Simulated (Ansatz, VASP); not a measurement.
# SnO: VASP beside Ansatz

File INCAR:

```
PREC = Accurate
ENCUT = 520
EDIFF = 1E-7
ISMEAR = 1
SIGMA = 0.2
LREAL = False
LASPH = True
NELM = 80
ALGO = Normal
ISIF = 2
LWAVE = False
LCHARG = False
GGA = PE
NBANDS = 50
```

File KPOINTS:

```
regular mesh
0
Gamma
  10 10 4
```

File POSCAR:

```
SnO
1.0
    2.5000000000     -2.8600000000      0.0000000000
    2.5000000000      2.8600000000      0.0000000000
    0.0000000000      0.0000000000     11.1200000000
Sn O
4 4
Direct
    0.0000000000      0.0000000000      0.0000000000
    0.0000000000      0.0000000000      0.5000000000
    0.5590000000      0.4410000000      0.2540000000
    0.4410000000      0.5590000000      0.7540000000
    0.9300000000      0.4300000000      0.3800000000
    0.0700000000      0.5700000000      0.8800000000
    0.5700000000      0.0700000000      0.3800000000
    0.4300000000      0.9300000000      0.8800000000
```

Input for Ansatz:

```yaml
crystal:
  lattice:
    - [2.5, -2.86, 0.0]
    - [2.5, 2.86, 0.0]
    - [0.0, 0.0, 11.12]
  atoms:
    - { symbol: Sn, position: [0.0, 0.0, 0.0] }
    - { symbol: Sn, position: [0.0, 0.0, 0.5] }
    - { symbol: Sn, position: [0.559, 0.441, 0.254] }
    - { symbol: Sn, position: [0.441, 0.559, 0.754] }
    - { symbol: O, position: [0.93, 0.43, 0.38] }
    - { symbol: O, position: [0.07, 0.57, 0.88] }
    - { symbol: O, position: [0.57, 0.07, 0.38] }
    - { symbol: O, position: [0.43, 0.93, 0.88] }
basis:
  ecutwfc: 420
kpoints:
  mp_grid: { grid: [10, 10, 4] }
hamiltonian:
  xc: pbe
scf:
  occupations: { method: methfessel_paxton, width: 0.2 }
output:
  forces: true
  stress: true
  eigenvalues: true
```

Alike in both runs: task single point; functional PBE; k mesh 10 × 10 × 4; occupations methfessel-paxton of order 1, width 0.2 eV; no spin polarisation.

|  | VASP | Ansatz |
| --- | --- | --- |
| version | VASP 6.6.1 | Ansatz 0.2.0 |
| potentials or method | VASP PAW PBE potentials, release 64 (Sn_d, O), cutoff 520 eV | scalar-relativistic, plane waves, PAW |
| valence electrons in the cell | 80 | 80 |

```tsv
	VASP	Ansatz	Ansatz less VASP
gap on the k mesh at the Fermi level (eV)	none	none	-
pressure (GPa)	10.2	10.0	-0.17
traceless stress, the component that is largest in VASP (GPa)	20.47	20.56	+0.099
rms of the force components (eV/Å)	3.726	3.703	-0.0232
```

Atom by atom the forces differ by 0.044 eV/Å (rms over components). A gap of «none» marks a metal or a gap that the smearing closes. The functional is the same, so the differences come from potentials, cutoffs and numerics.
